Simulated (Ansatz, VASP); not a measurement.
# WC: VASP beside Ansatz

```
W C
1.0
     2.95739    0.00000    0.00000
    -1.47869    2.56117    0.00000
     0.00000    0.00000    2.88448
W C
1 1
Direct
  0.00000 0.00000 0.00000
  0.66667 0.33333 0.50000
```

Change from the starting cell: volume scaled by 1.06.

Alike in both runs: task single point; functional PBE; k mesh 14 × 14 × 13; occupations fermi-dirac, width 0.05 eV; no spin polarisation.

|  | VASP | Ansatz |
| --- | --- | --- |
| version | VASP 6.6.1 | Ansatz 0.2.0 |
| potentials or method | VASP PAW PBE potentials, release 64 (W_sv, C), cutoff 520 eV | all-electron LAPW, scalar-relativistic |

|  | VASP | Ansatz | Ansatz less VASP |
| --- | --- | --- | --- |
| pressure (GPa) | -12.4 | -13.2 | -0.74 |
| traceless stress, the component that is largest in VASP (GPa) | -1.57 | -1.73 | -0.163 |

Ansatz ran all-electron here, and VASP with PAW potentials.

Neither program's run includes spin-orbit coupling.
